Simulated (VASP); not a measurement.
Write the native input for VASP 6.6.1 that does the following.

```
Task                   : electric field gradients
Functional             : LDA
Potentials or basis    : VASP PAW LDA potentials, release 64 (Cd, F)
Cutoff                 : 520 eV
k mesh                 : 8 × 8 × 8
Occupations            : fermi-dirac, width 0.02 eV
Spin                   : no spin polarisation
Dipole correction      : no
Further INCAR settings : ALGO = Normal; EDIFF = 1e-08; NBANDS = 20
```

The structure of CdF2 lies in POSCAR:

```
CdF2
1.0
    0.0000000000      2.6575901313      2.6575901313
    2.6575901313      0.0000000000      2.6575901313
    2.6575901313      2.6575901313      0.0000000000
Cd F
1 2
Direct
    0.0000000000      0.0000000000      0.0000000000
    0.2500000000      0.2500000000      0.2500000000
    0.7500000000      0.7500000000      0.7500000000
```

This cell differs from its parent crystal: volume scaled by 0.96.

The input as run:

INCAR

```
SYSTEM = CdF2
PREC     = Accurate       ! precision mode
ENCUT    = 520            ! plane-wave cutoff, eV
EDIFF    = 1E-8           ! SCF threshold, eV
ISMEAR   = -1             ! smearing method
SIGMA    = 0.02           ! smearing width, eV
LREAL    = .FALSE.        ! projectors in reciprocal space
LASPH    = .TRUE.         ! aspherical terms in the spheres
NELM     = 60             ! most SCF steps
ALGO     = Normal         ! electronic algorithm
ISIF     = 2              ! what is computed and relaxed
LWAVE    = .FALSE.        ! write WAVECAR
LCHARG   = .FALSE.        ! write CHGCAR
GGA      = CA             ! functional
LEFG     = .TRUE.       
NBANDS   = 20             ! bands
```

KPOINTS

```
regular mesh
0
G
  8 8 8
  0 0 0
```

Potentials or basis: VASP PAW LDA potentials, release 64 (Cd, F).

The run is started by

```console
$ cat potpaw_LDA.64/Cd/POTCAR potpaw_LDA.64/F/POTCAR > POTCAR
$ mpirun -np 1 vasp_std > vasp.out
```

Results of the run:

```
Pressure               : 0.0 GPa
Band gap on the k mesh : 2.94 eV, indirect (least direct gap 3.37 eV)
```

Caveat: without QUAD_EFG the Cq values of the log hold for a quadrupole moment of 1 mb, not for the nuclei.

It took 10 s on 1 thread of Intel(R) Xeon(R) 6975P-C (Granite Rapids), with other jobs on the host, peak memory 0.14 GiB.
